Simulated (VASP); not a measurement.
Wanted: the native input for a VASP 6.6.1 run.

```
Task                   : single point
Functional             : PBEsol
Potentials or basis    : VASP PAW PBE potentials, release 64 (Mg)
Cutoff                 : 520 eV
k mesh                 : 8 × 8 × 5
Occupations            : methfessel-paxton, width 0.05 eV
Spin                   : no spin polarisation
Dipole correction      : no
Further INCAR settings : ALGO = Normal; EDIFF = 1e-06; NBANDS = 9
```

The structure of Mg lies in POSCAR:

```
Mg
1.0
    3.2093000000      0.0000000000      0.0000000000
   -1.6046500000      2.7793353284      0.0000000000
    0.0000000000      0.0000000000      5.2103000000
Mg
2
Direct
    0.6666666667      0.3333333333      0.7500000000
    0.3333333333      0.6666666667      0.2500000000
```

One way to write it, as run:

INCAR

```
PREC = Accurate
ENCUT = 520
EDIFF = 1E-6
ISMEAR = 1
SIGMA = 0.05
LREAL = False
LASPH = True
NELM = 100
ALGO = Normal
ISIF = 2
LWAVE = False
LCHARG = True
GGA = PS
LELF = True
LVHAR = True
NBANDS = 9
```

KPOINTS

```
Automatic mesh
0
Gamma
  8 8 5
```

Potentials or basis: VASP PAW PBE potentials, release 64 (Mg).

Run with:

```bash
$ cat potpaw_PBE.64/Mg/POTCAR > POTCAR
$ mpirun -np 1 vasp_std > vasp.out
```

Results of the run:

| Item | Value |
| --- | --- |
| Pressure | -1.1 GPa |
| Band gap on the k mesh | zero (bands 2 and 3 overlap by 2.23 eV) |

Caveat: the PAW data sets were made with another functional, which shifts forces and pressure a little.

Run time: 7.3 s on 1 thread of Intel(R) Xeon(R) Platinum 8259CL CPU @ 2.50GHz (Skylake/Cascade Lake), on a shared host, peak memory 0.15 GiB.
